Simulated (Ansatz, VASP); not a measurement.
Ag: VASP beside Ansatz

POSCAR

```
Ag
1.0
    0.0000000000      2.0828140930      2.0828140930
    2.0828140930      0.0000000000      2.0828140930
    2.0828140930      2.0828140930      0.0000000000
Ag
1
Direct
    0.0000000000      0.0000000000      0.0000000000
```

INCAR.step1

```
  PREC = Accurate
  ENCUT = 520
  EDIFF = 1E-5
  ISMEAR = -1
  SIGMA = 0.05
  LREAL = F
  LASPH = T
  NELM = 100
  ALGO = Normal
  ISIF = 2
  LWAVE = T
  LCHARG = F
  GGA = PE
  NBANDS = 12
```

INCAR.step2

```
  PREC = Accurate
  ENCUT = 520
  EDIFF = 1E-6
  ISMEAR = -1
  SIGMA = 0.05
  LREAL = F
  LASPH = T
  NELM = 100
  ALGO = Normal
  ISIF = 2
  LWAVE = F
  LCHARG = F
  GGA = PE
  LHFCALC = T
  HFSCREEN = 0.2079
  PRECFOCK = Normal
  ISTART = 1
  NBANDS = 12
```

Contents of KPOINTS:

```
Automatic mesh
0
Gamma
  6 6 6
```

Contents of input:

```
crystal:
  lattice:
    - [0.0, 2.082814093, 2.082814093]
    - [2.082814093, 0.0, 2.082814093]
    - [2.082814093, 2.082814093, 0.0]
  atoms:
    - { symbol: Ag, position: [0.0, 0.0, 0.0] }
hamiltonian:
  xc: hse06
  pseudopotentials: { kind: paw }
kpoints:
  mp_grid: { grid: [6, 6, 6] }
scf:
  occupations: { method: fermi_dirac, width: 0.05 }
output:
  forces: true
  stress: true
  eigenvalues: true
```

Alike in both runs: task single point; functional HSE06; k mesh 6 × 6 × 6; occupations fermi-dirac, width 0.05 eV; no spin polarisation.

```csv
,VASP,Ansatz
version,VASP 6.6.1,Ansatz 0.2.0
potentials or method,"VASP PAW PBE potentials, release 64 (Ag)",Ansatz PAW
plane-wave cutoff (eV),520,420
valence electrons in the cell,11,19
```

|  | VASP | Ansatz | Ansatz less VASP |
| --- | --- | --- | --- |
| gap on the k mesh at the Fermi level (eV) | none | none | - |
| pressure (GPa) | -0.1 | -0.2 | -0.05 |

A gap of «none» marks a metal or a gap that the smearing closes. The functional is the same, so the differences come from potentials, cutoffs and numerics. VASP's potentials hold 11 valence electrons a cell and Ansatz's 19, so a difference there can come from the potentials and not from the codes.

The k mesh is coarse, so the values compare programs but aren't converged.
